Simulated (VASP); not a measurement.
# CdI2 (P-3m1) in VASP: further runs

Runs on CdI2. Level: PBEsol. Tasks: electric field gradients.

Program: VASP 6.6.1. These are calculated values, not measurements. Logs are shortened: lines on timing, memory, paths and dates and some standing lists are left out, and cuts for length are marked.

## Step 1: The cell of the first run

Symmetry: P-3m1, No. 164, trigonal system. Conventional cell: a = 4.230 Å, b = 4.230 Å, c = 6.836 Å, α = 90.00°, β = 90.00°, γ = 120.00°. Cd (site symmetry -3m) has 6 I at 2.98 Å within 3.9 Å. Within 3.9 Å of I (site symmetry 3m) lie 3 Cd at 2.98 Å.

## Step 2: Electric field gradients, PBEsol (volume scaled by 0.99)

Contents of INCAR:

```
SYSTEM = CdI2
PREC = Accurate
ENCUT = 400
EDIFF = 1E-8
ISMEAR = -1
SIGMA = 0.03
LREAL = .FALSE.
LASPH = .TRUE.
NELM = 120
ALGO = Normal
ISIF = 2
LWAVE = .FALSE.
LCHARG = .FALSE.
GGA = PS
LEFG = .TRUE.
NBANDS = 20
GGA_COMPAT = .FALSE.
```

Contents of KPOINTS:

```
regular mesh
0
G
  8 8 5
  0 0 0
```

Contents of POSCAR:

```
CdI2
1.0
    4.2298051314      0.0000000000      0.0000000000
   -2.1149025656      3.6631186968      0.0000000000
    0.0000000000      0.0000000000      6.8360600293
Cd I
1 2
Direct
    0.0000000000      0.0000000000      0.0000000000
    0.3333333333      0.6666666667      0.2492000000
    0.6666666667      0.3333333333      0.7508000000
```

Potentials or basis: VASP PAW PBE potentials, release 64 (Cd, I).

Run with:

```bash
$ cat potpaw_PBE.64/Cd/POTCAR potpaw_PBE.64/I/POTCAR > POTCAR
$ mpirun -np 1 vasp_std > vasp.out
```

OUTCAR:

```text
SYSTEM = CdI2
   PREC = Accurate
   ENCUT = 400
   EDIFF = 1E-8
   ISMEAR = -1
   LREAL = .FALSE.
   LASPH = .TRUE.
   NELM = 120
   ISIF = 2
   GGA = PS

 ion  position               nearest neighbor table
   1  0.000  0.000  0.000-   2 2.98   3 2.98   2 2.98   3 2.98   3 2.98   2 2.98
   2  0.333  0.667  0.249-   1 2.98   1 2.98   1 2.98
   3  0.667  0.333  0.751-   1 2.98   1 2.98   1 2.98

  LATTYP: Found a hexagonal cell.
 ALAT       =     4.2298051314
 C/A-ratio  =     1.6161642953

  Lattice vectors:

 A1 = (   4.2298051314,   0.0000000000,   0.0000000000)
 A2 = (  -2.1149025656,   3.6631186968,   0.0000000000)
 A3 = (   0.0000000000,   0.0000000000,   6.8360600293)

Analysis of symmetry for initial positions (statically):
=====================================================================
 Subroutine PRICEL returns:
 Original cell was already a primitive cell.

 Routine SETGRP: Setting up the symmetry group for a
 hexagonal supercell.

 Subroutine GETGRP returns: Found 12 space group operations
 (whereof 12 operations were pure point group operations)
 out of a pool of 24 trial point group operations.

The static configuration has the point symmetry D_3d.

Analysis of symmetry for dynamics (positions and initial velocities):
=====================================================================
 Subroutine PRICEL returns:
 Original cell was already a primitive cell.

 Routine SETGRP: Setting up the symmetry group for a
 hexagonal supercell.

 Subroutine GETGRP returns: Found 12 space group operations
 (whereof 12 operations were pure point group operations)
 out of a pool of 24 trial point group operations.

The dynamic configuration has the point symmetry D_3d.

 Subroutine INISYM returns: Found 12 space group operations
 (whereof 12 operations are pure point group operations),
 and found     1 'primitive' translations

----------------------------------------------------------------------------------------

                                     Primitive cell

  volume of cell :     105.9198

  direct lattice vectors                    reciprocal lattice vectors
     4.229805131  0.000000000  0.000000000     0.236417511  0.136495713  0.000000000
    -2.114902566  3.663118697  0.000000000     0.000000000  0.272991427  0.000000000
     0.000000000  0.000000000  6.836060029     0.000000000  0.000000000  0.146283092

  length of vectors
     4.229805131  4.229805131  6.836060029     0.272991427  0.272991427  0.146283092

  position of ions in fractional coordinates (direct lattice)
     0.000000000  0.000000000  0.000000000
     0.333333333  0.666666667  0.249200000
     0.666666667  0.333333333  0.750800000

  ion indices of the primitive-cell ions
   primitive index   ion index
                 1           1
                 2           2
                 3           3

----------------------------------------------------------------------------------------

 KPOINTS: regular mesh

Automatic generation of k-mesh.
 Grid dimensions read from file:
 generate k-points for:    8    8    5

 Generating k-lattice:

  Cartesian coordinates                     Fractional coordinates (reciprocal lattice)
     0.029552189  0.017061964  0.000000000     0.125000000  0.000000000  0.000000000
     0.000000000  0.034123928  0.000000000     0.000000000  0.125000000  0.000000000
     0.000000000  0.000000000  0.029256618     0.000000000  0.000000000  0.200000000

  Length of vectors
     0.034123928  0.034123928  0.029256618

  Shift w.r.t. Gamma in fractional coordinates (k-lattice)
     0.000000000  0.000000000  0.000000000

 Subroutine IBZKPT returns following result:
 ===========================================

 Found     40 irreducible k-points:

 Following reciprocal coordinates:
            Coordinates               Weight
  0.000000  0.000000  0.000000      1.000000
  0.125000  0.000000  0.000000      6.000000
  0.250000  0.000000  0.000000      6.000000
  0.375000  0.000000  0.000000      6.000000
  0.500000  0.000000  0.000000      3.000000
  0.125000  0.125000  0.000000      6.000000
[... 16 lines left out ...]
 -0.125000  0.500000  0.200000     12.000000
  0.250000  0.250000  0.200000     12.000000
 [... further k-points ...]
   k-points           NKPTS =     40   k-points in BZ     NKDIM =     40   number of bands    NBANDS=     20
   number of dos      NEDOS =    301   number of ions     NIONS =      3
   total plane-waves  NPLWV =  37632
   dimension x,y,z NGX =    28 NGY =   28 NGZ =   48
   dimension x,y,z NGXF=    56 NGYF=   56 NGZF=   96
   ions per type =               1   2
   NGX,Y,Z   is equivalent  to a cutoff of  11.00, 11.00, 11.67 a.u.
   NGXF,Y,Z  is equivalent  to a cutoff of  22.01, 22.01, 23.35 a.u.
 SYSTEM =  CdI2
   PREC   = accura    normal or accurate (medium, high low for compatibility)
   ISTART =      0    job   : 0-new  1-cont  2-samecut
   ICHARG =      2    charge: 1-file 2-atom 10-const
   ISPIN  =      1    spin polarized calculation?
   LNONCOLLINEAR =      F non collinear calculations
   LSORBIT =      F    spin-orbit coupling
   LASPH  =      T    aspherical Exc in radial PAW
   ENCUT  =  400.0 eV  29.40 Ry    5.42 a.u.   6.90  6.90 11.15*2*pi/ulx,y,z
   NELM   =    120;   NELMIN=  2; NELMDL= -5     # of ELM steps
   EDIFF  = 0.1E-07   stopping-criterion for ELM
   LREAL  =      F    real-space projection
   EDIFFG = 0.1E-06   stopping-criterion for IOM
   NSW    =      0    number of steps for IOM
   IBRION =     -1    ionic relax: 0-MD 1-quasi-New 2-CG
   NFREE  =      0    steps in history (QN), initial steepest desc. (CG)
   ISIF   =      2    stress and relaxation
   ISYM   =      2    0-nonsym 1-usesym 2-fastsym
   POTIM  = 0.5000    time-step for ionic-motion
   TEBEG  =    0.0;   TEEND  =   0.0 temperature during run
   PSTRESS=    0.0 pullay stress
   NELECT =      26.0000    total number of electrons
   NUPDOWN=      -1.0000    fix difference up-down
   EMIN   =  10.00;   EMAX   =-10.00  energy-range for DOS
   EFERMI =   0.00;   METHOD = LEGACY
   ISMEAR =    -1;   SIGMA  =   0.03  broadening in eV -4-tet -1-fermi 0-gaus
   EFERMI_NEDOS =   21; number of points for ismear=-14 and -15
   IALGO  =     38    algorithm
   IMIX   =      4    mixing-type and parameters
     AMIX     =   0.40;   BMIX     =  1.00
     AMIX_MAG =   1.60;   BMIX_MAG =  1.00
  volume/ion in A,a.u.               =      35.31       238.26
  Fermi-wavevector in a.u.,A,eV,Ry     =   1.025039  1.937042 14.295697  1.050704
  Thomas-Fermi vector in A             =   2.158858
   LORBIT       =      0    0 simple, 1 ext, 2 COOP (PROOUT), +10 PAW based schemes
   GGA     = PS    functional components
   LHFCALC =     F    Hartree Fock is set to
   AEXX    =    0.0000 exact exchange contribution
   IVDW    =     0    specifies the selected vdW correction
   LEPSILON=     F    determine dielectric tensor
   LRPA    =     F    only Hartree local field effects (RPA)
 non-spin polarized calculation
  energy-cutoff  :      400.00
  volume of cell :      105.92
 maximum number of plane-waves:      1941
   NGX = 13   NGY = 13   NGZ = 23

 number of electron      26.0000020 magnetization

 Free energy of the ion-electron system (eV)
  ---------------------------------------------------
  ext. energy  EPLUGINS =         0.00000000
  ---------------------------------------------------
  free energy    TOTEN  =        -6.37421763 eV

  energy without entropy =       -6.37421763  energy(sigma->0) =       -6.37421763

 E-fermi :   2.6899     XC(G=0):  -8.8024

 val. band max:        2.0210991119   @ k =   0.1250   0.0000   0.2000
 cond. band min:       4.3159117970   @ k =   0.5000   0.0000   0.4000
 fundamental gap:      2.2948126851
 Fermi energy:         2.6898962446

 k-point     1 :       0.0000    0.0000    0.0000
  band No.  band energies     occupation
      1     -10.2120      2.00000
      2      -9.4728      2.00000
      3      -5.5698      2.00000
      4      -5.5698      2.00000
      5      -5.4492      2.00000
      6      -5.3573      2.00000
[... 12 lines left out ...]
     19      11.0146      0.00000
     20      11.1159      0.00000
[... 507 lines left out ...]
 k-point    24 :       0.2500    0.2500    0.2000
  band No.  band energies     occupation
      1      -9.5573      2.00000
      2      -9.4358      2.00000
      3      -5.4756      2.00000
      4      -5.4085      2.00000
      5      -5.3572      2.00000
      6      -5.3052      2.00000
[... 12 lines left out ...]
     19       9.6582      0.00000
     20      10.9925      0.00000

 [... further k-points ...]

------------------------ aborting loop because EDIFF is reached ----------------------------------------

  FORCE on cell =-STRESS in cart. coord.  units (eV):
  Direction    XX          YY          ZZ          XY          YZ          ZX
  --------------------------------------------------------------------------------------
  -------------------------------------------------------------------------------------
  Total       -0.1099683     -0.1099683     -0.0080169     -0.0000000      0.0000000      0.0000000
  in kB       -1.6634155     -1.6634155     -0.1212669     -0.0000000      0.0000000      0.0000000
  external PRESSURE =      -1.1493660 kB  Pullay stress =       0.0000000 kB

 VOLUME and BASIS-vectors are now :
 -----------------------------------------------------------------------------
  energy-cutoff  :      400.00
  volume of cell :      105.92
      direct lattice vectors                 reciprocal lattice vectors
     4.229805131  0.000000000  0.000000000     0.236417511  0.136495713  0.000000000
    -2.114902566  3.663118697  0.000000000     0.000000000  0.272991427  0.000000000
     0.000000000  0.000000000  6.836060029     0.000000000  0.000000000  0.146283092

 POSITION                                       TOTAL-FORCE (eV/Angst)
 -----------------------------------------------------------------------------------
      0.00000      0.00000      0.00000        -0.000000      0.000000      0.000000
     -0.00000      2.44208      1.70355         0.000000     -0.000000     -0.013107
      2.11490      1.22104      5.13251        -0.000000      0.000000      0.013107
 -----------------------------------------------------------------------------------
    total drift:                               -0.000000      0.000000      0.000000

  FREE ENERGIE OF THE ION-ELECTRON SYSTEM (eV)
  ---------------------------------------------------
  free  energy   TOTEN  =        -6.3742176287 eV

  energy  without entropy=       -6.3742176287  energy(sigma->0) =       -6.37421763

 Electric field gradients (V/A^2)
---------------------------------------------------------------------
 ion       V_xx      V_yy      V_zz      V_xy      V_xz      V_yz
---------------------------------------------------------------------
   1      -0.907    -0.909     1.816    -0.001     0.000    -0.000
   2      28.081    28.081   -56.162    -0.000    -0.000     0.000
   3      28.081    28.081   -56.162    -0.000    -0.000     0.000
---------------------------------------------------------------------

 Electric field gradients after diagonalization (V/A^2)
 (convention: |V_zz| > |V_xx| > |V_yy|)
----------------------------------------------------------------------
 ion       V_xx      V_yy      V_zz     asymmetry (V_yy - V_xx)/ V_zz
----------------------------------------------------------------------
   1      -0.910    -0.907     1.816       0.002
   2      28.081    28.081   -56.162       0.000
   3      28.081    28.081   -56.162       0.000
----------------------------------------------------------------------

           NMR quadrupolar parameters

 Cq : quadrupolar parameter    Cq=e*Q*V_zz/h
 eta: asymmetry parameters     (V_yy - V_xx)/ V_zz
 Q  : nuclear electric quadrupole moment in mb (millibarn)
----------------------------------------------------------------------
 ion       Cq(MHz)       eta       Q (mb)
----------------------------------------------------------------------
   1       0.004       0.002       1.000
   2      -0.136       0.000       1.000
   3      -0.136       0.000       1.000
----------------------------------------------------------------------
```

Run time: 33 s. Hardware: 1 thread of AMD EPYC 9R45 (Zen 5), shared host; peak memory 0.18 GiB.

Results:

```yaml
Free_energy: -6.3742 eV
Pressure: -0.1 GPa
Largest_force: 0.013 eV/Å
Band_gap_on_the_k_mesh: 2.29 eV, indirect (least direct gap 2.53 eV)
```

Forces in eV/Å, atoms in the order of the input:
```
Cd   0.000  0.000  0.000
I    0.000  0.000 -0.013
I    0.000  0.000  0.013
```

Levels at points of the mesh, in eV from the valence-band top:
```
           k point  band 11  band 12  band 13  band 14  band 15  band 16
(0.00, 0.00, 0.00)    -0.17    -0.17    -0.15     2.38     4.30     6.24
(0.50, 0.00, 0.00)    -1.59    -0.75    -0.14     2.60     4.86     5.78
```

Electric field gradients, principal values (V/Å²):
| atom | least | middle | greatest (by size) |
| --- | --- | --- | --- |
| 1 Cd | -0.907 | -0.910 | 1.816 |
| 2 I | 28.081 | 28.081 | -56.162 |
| 3 I | 28.081 | 28.081 | -56.162 |

Caveat: without QUAD_EFG the Cq values of the log hold for a quadrupole moment of 1 mb, not for the nuclei; the PAW data sets were made with another functional, which shifts forces and pressure a little; spin-orbit coupling is left out, which moves the levels of the heavy elements; this functional lacks dispersion, which binds the layers, so the pressure and a relaxed spacing across them are unreliable. A k mesh can miss the band edges.

[end of part 1 of 2]
